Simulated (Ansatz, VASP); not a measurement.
# Two plane-wave programs on Ca4AlO

```
Ca Al O
1.0
    -3.44374    3.44374    2.69679
     3.44374   -3.44374    2.69679
     3.44374    3.44374   -2.69679
Ca Al O
4 1 1
Direct
  0.40414 0.90414 0.80827
  0.09586 0.59586 0.19173
  0.59586 0.40414 0.50000
  0.90414 0.09586 0.50000
  0.50000 0.50000 0.00000
  0.00000 0.00000 0.00000
```

Change from the starting cell: species swapped into the Hf4AlSi type (I422, No. 97).

Alike in both runs: task relaxation of cell and atoms; functional PBE; k mesh 4 × 4 × 4; occupations gaussian, width 0.1 eV; no spin polarisation.

```csv
,VASP,Ansatz
version,VASP 6.6.1,Ansatz 0.2.0
potentials or method,"VASP PAW PBE potentials, release 64 (Ca_sv, Al, O), cutoff 600 eV","scalar-relativistic, plane waves, PAW"
valence electrons in the cell,49,49
```

|  | VASP | Ansatz | Ansatz less VASP |
| --- | --- | --- | --- |
| gap on the k mesh at the Fermi level, each at its own relaxed structure (eV) | none | none | - |
| relaxed volume (Å³/atom) | 27.49 | 27.60 | +0.108 |
| relaxed cell length with the largest relative difference (Å) | 5.985 | 5.992 | +0.0075 |

A gap of «none» marks a metal or a gap that the smearing closes.

The k mesh is coarse, so the values compare programs but aren't converged. Noted on VASP's run: the volume moved by over 15 % at a fixed basis, so the end points are rough.
